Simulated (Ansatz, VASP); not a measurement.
# ZrO5 in VASP and in Ansatz

```xyz
6
Lattice="4.4653 0.0000 0.0000 -2.2326 3.8671 0.0000 0.0000 0.0000 3.6552" Properties=species:S:1:pos:R:3 pbc="T T T"
Zr    0.0000    0.0000    0.0000
O     2.2326    0.0000    1.8276
O     1.1163    1.9335    1.8276
O    -1.1163    1.9335    1.8276
O     0.0000    2.5780    0.0000
O     2.2326    1.2890    0.0000
```

Change from the starting cell: species swapped into the YCu5 type (P6/mmm, No. 191).

Alike in both runs: task single point; functional PBE; k mesh 6 × 6 × 6; occupations gaussian, width 0.1 eV; no spin polarisation.

```csv
,VASP,Ansatz
version,VASP 6.6.1,Ansatz 0.2.0
potentials or method,"VASP PAW PBE potentials, release 64 (Zr_sv, O), cutoff 520 eV","scalar-relativistic, plane waves, PAW"
valence electrons in the cell,42,42
```

|  | VASP | Ansatz | Ansatz less VASP |
| --- | --- | --- | --- |
| gap on the k mesh at the Fermi level (eV) | none | none | - |
| pressure (GPa) | -19.1 | -18.9 | +0.19 |
| traceless stress, the component that is largest in VASP (GPa) | 24.15 | 24.21 | +0.061 |

A gap of «none» marks a metal or a gap that the smearing closes.
